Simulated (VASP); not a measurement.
Write the native input for VASP 6.6.1 that does the following.

* Task: single point
* Functional: r2SCAN
* Potentials or basis: VASP PAW PBE potentials, release 64 (C)
* Cutoff: 520 eV
* k mesh: 4 × 4 × 1
* Occupations: gaussian, width 0.1 eV
* Spin: no spin polarisation
* Dipole correction: no
* Further INCAR settings: ALGO = Normal; EDIFF = 1e-07; NBANDS = 16

The system is C.

```xyz
4
Lattice="1.2160 -2.1480 0.0091 1.2233 2.1522 -0.0414 -0.0942 -0.0851 7.1477" Properties=species:S:1:pos:R:3 pbc="T T T"
C     1.2120    1.7491    5.3140
C     1.2021   -0.3988    1.6995
C     1.2063   -1.8208    1.7354
C     1.1714    0.2841    5.3304
```

These files were run (other wordings do the same):

POSCAR

```
C
1.0
    1.2159619696     -2.1479622876      0.0091232276
    1.2232502972      2.1521701653     -0.0413730204
   -0.0941886657     -0.0851463517      7.1476530721
C
4
Direct
    0.1034933285      0.9456230676      0.7488005552
    0.5908149738      0.4138432831      0.2394105085
    0.9242568809      0.0859987362      0.2421136921
    0.4285181549      0.5893271320      0.7486182121
```

INCAR.step1

```
  ALGO = Normal
  EDIFF = 1E-4
  ENCUT = 520
  GGA = PE
  ISMEAR = 0
  LASPH = T
  LCHARG = F
  LREAL = F
  LWAVE = T
  NBANDS = 16
  NELM = 80
  PREC = Accurate
  SIGMA = 0.1
```

INCAR.step2

```
  ALGO = Normal
  EDIFF = 1E-7
  ENCUT = 520
  ISIF = 2
  ISMEAR = 0
  ISTART = 1
  LASPH = T
  LCHARG = F
  LMIXTAU = T
  LREAL = F
  LWAVE = F
  METAGGA = R2SCAN
  NBANDS = 16
  NELM = 80
  PREC = Accurate
  SIGMA = 0.1
```

KPOINTS

```
k-points
0
Gamma
  4 4 1
```

Potentials or basis: VASP PAW PBE potentials, release 64 (C).

The run is started by

```bash
$ cat potpaw_PBE.64/C/POTCAR > POTCAR
$ cp INCAR.step1 INCAR
$ mpirun -np 1 vasp_std > vasp.out
$ cp INCAR.step2 INCAR
$ mpirun -np 1 vasp_std > vasp.out
```

Results of the run:

```
Pressure      : -0.2 GPa
Largest force : 3.192 eV/Å
```

Caveat: the k points lie up to 0.88 Å⁻¹ apart; the PAW data sets were made with another functional, which shifts forces and pressure a little.

Wall time 41 s on 1 thread of Intel Xeon 8259CL (shared host), peak memory 0.14 GiB.
